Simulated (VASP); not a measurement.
## Mo: single point with PBEsol

Mo:

```
Mo
1.0
    -1.57342    1.57342    1.57342
     1.57342   -1.57342    1.57342
     1.57342    1.57342   -1.57342
Mo
1
Direct
  0.00000 0.00000 0.00000
```

| Property | Result |
| --- | --- |
| Program | VASP 6.6.1 |
| Task | single point |
| Functional | PBEsol |
| Potentials or basis | VASP PAW PBE potentials, release 64 (Mo_sv) |
| Cutoff | 520 eV |
| k mesh | 12 × 12 × 12 |
| Occupations | gaussian, width 0.15 eV |
| Spin | no spin polarisation |
| Dipole correction | no |
| Further INCAR settings | ALGO = Normal; EDIFF = 1e-06; NBANDS = 13 |

```
Pressure               : -4.1 GPa
Band gap on the k mesh : zero (band 7 reaches 16.55 eV, above the bottom of band 8 at 11.15 eV)
```

Levels at points of the mesh, in eV from the Fermi level:
```csv
k point,band 3,band 4,band 5,band 6,band 7,band 8,band 9,band 10,band 11,band 12
"(0.00, 0.00, 0.00)",-34.42,-34.42,-7.24,-1.31,-1.31,-1.31,1.71,1.71,14.87,14.87
"(0.50, 0.00, 0.00)",-34.87,-34.43,-5.32,-3.37,1.67,1.75,2.38,4.86,11.74,11.99
"(0.50, 0.50, 0.50)",-35.40,-35.40,-5.44,-5.44,4.09,4.09,4.09,9.10,9.10,9.10
```

It took 8.5 s on 1 thread of Intel Xeon 6975P-C (shared host), peak memory 0.13 GiB.

Caveat: the PAW data sets were made with another functional, which shifts forces and pressure a little.
